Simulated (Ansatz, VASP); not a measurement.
**Re in VASP and in Ansatz**

```
Re
1.0
     0.00000    1.96174    1.96174
     1.96174    0.00000    1.96174
     1.96174    1.96174    0.00000
Re
1
Direct
  0.00000 0.00000 0.00000
```

Change from the starting cell: volume scaled by 0.98, crystal datasets.

Alike in both runs: task electric field gradients; functional LDA; k mesh 14 × 14 × 14; occupations fermi-dirac, width 0.03 eV; no spin polarisation.

|  | VASP | Ansatz |
| --- | --- | --- |
| version | VASP 6.6.1 | Ansatz 0.2.0 |
| potentials or method | VASP PAW LDA potentials, release 64 (Re), cutoff 520 eV | all-electron PAW with datasets made for the crystal, scalar-relativistic |

Ansatz gave:

* pressure (GPa): -17.7

What did VASP give for the same quantities?

Pressure (GPa): -16.9.

LDA's correlation is that of Perdew and Zunger in VASP and of Perdew and Wang (1992) in Ansatz. Ansatz ran all-electron here, and VASP with PAW potentials.

Spin-orbit coupling is off throughout.
